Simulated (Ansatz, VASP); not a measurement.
## TaN: VASP beside Ansatz

```
CELL_PARAMETERS angstrom
2.93800 0.00000 0.00000
-1.46900 2.54438 0.00000
0.00000 0.00000 2.88300
ATOMIC_POSITIONS crystal
Ta 0.00000 0.00000 0.50000
N 0.66667 0.33333 0.00000
```

Alike in both runs: functional LDA; k mesh 10 × 10 × 9; occupations fermi-dirac, width 0.05 eV; no spin polarisation; Hubbard terms Ta d U = 3.0 eV.

|  | VASP | Ansatz |
| --- | --- | --- |
| version | VASP 6.6.1 | Ansatz 0.2.0 |
| potentials or method | VASP PAW LDA potentials, release 64 (Ta_sv_GW, N_h) | Ansatz PAW |
| plane-wave cutoff (eV) | 1330 | 420 |
| valence electrons in the cell | 18 | 18 |
| task | single point | band structure |

|  | VASP | Ansatz | Ansatz less VASP |
| --- | --- | --- | --- |
| gap on the k mesh at the Fermi level (eV) | none | none | - |
| pressure (GPa) | -0.7 | -9.0 | -8.28 |
| traceless stress, the component that is largest in VASP (GPa) | -0.23 | -1.75 | -1.513 |

LDA's correlation is that of Perdew and Zunger in VASP and of Perdew and Wang (1992) in Ansatz. The programs project onto different local orbitals, so the same U acts differently, and such runs can settle in different states. A gap of «none» marks a metal or a gap that the smearing closes.

Spin-orbit coupling is off throughout.
